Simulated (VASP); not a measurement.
The system is Be3Ga.

```
Be Ga
1.0
     3.38974    0.00000    0.00000
     0.00000    3.38974    0.00000
     0.00000    0.00000    3.35490
Be Ga
3 1
Direct
  0.00000 0.50000 0.50000
  0.50000 0.00000 0.50000
  0.50000 0.50000 0.00000
  0.00000 0.00000 0.00000
```

* Program: VASP 6.6.1
* Task: relaxation of cell and atoms
* Functional: PBE
* Potentials or basis: VASP PAW PBE potentials, release 64 (Be, Ga_d)
* Cutoff: 600 eV
* k mesh: 6 × 6 × 6
* Occupations: gaussian, width 0.1 eV
* Spin: no spin polarisation

At the start: pressure 11.3 GPa; volume 9.64 Å³/atom.

Question: Where does the relaxation end?

Answer: Over 5 steps the energy falls by 32.0 meV/atom and the volume is 10.56 Å³/atom (+9.6 %); space group Pm-3m (No. 221, to 0.05 Å).

The path:
```csv
step,energy change (eV),largest force (eV/Å),pressure (GPa),volume (Å³)
1,0.0000,0.0000,11.35,38.55
2,-0.1273,0.0000,-0.42,42.48
3,-0.1275,0.0000,-0.08,42.33
4,-0.1274,0.0000,0.21,42.25
5,-0.1279,0.0000,0.19,42.25
```

Final structure:
```
CELL_PARAMETERS angstrom
3.48329 0.00000 0.00000
0.00000 3.48329 0.00000
0.00000 0.00000 3.48182
ATOMIC_POSITIONS crystal
Be 0.00000 0.50000 0.50000
Be 0.50000 0.00000 0.50000
Be 0.50000 0.50000 0.00000
Ga 0.00000 0.00000 0.00000
```
